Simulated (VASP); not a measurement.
Al: single point with PBE

Al, a slab with vacuum:

```
Al
1.0
     2.85749    0.00000    0.00000
    -1.42874    2.47465    0.00000
     0.00000    0.00000   25.33250
Al
5
Direct
  0.83333 0.16667 0.31375
  0.16667 0.83333 0.40736
  0.50000 0.50000 0.50000
  0.83333 0.16667 0.59264
  0.16667 0.83333 0.68625
```

```
Program             : VASP 6.6.1
Task                : single point
Functional          : PBE
Potentials or basis : VASP PAW PBE potentials, release 64 (Al)
Cutoff              : 520 eV
k mesh              : 16 × 16 × 1
Occupations         : fermi-dirac, width 0.08 eV
Spin                : no spin polarisation
```

```
Band gap on the k mesh : zero (an odd number of electrons rules out a gap without spin polarisation)
```

Levels at points of the mesh, in eV from the Fermi level:
| k point | band 5 | band 6 | band 7 | band 8 | band 9 | band 10 |
| --- | --- | --- | --- | --- | --- | --- |
| (0.00, 0.00, 0.00) | -5.68 | -3.61 | -1.23 | 1.12 | 2.98 | 3.98 |
| (0.50, 0.00, 0.00) | -3.36 | -3.09 | -1.87 | -1.42 | 0.17 | 0.23 |

Wall time 4.2 min on 1 thread of AMD EPYC 7R13 (shared host), peak memory 0.33 GiB.

Caveat: there is no dipole correction, which matters where the two faces differ.
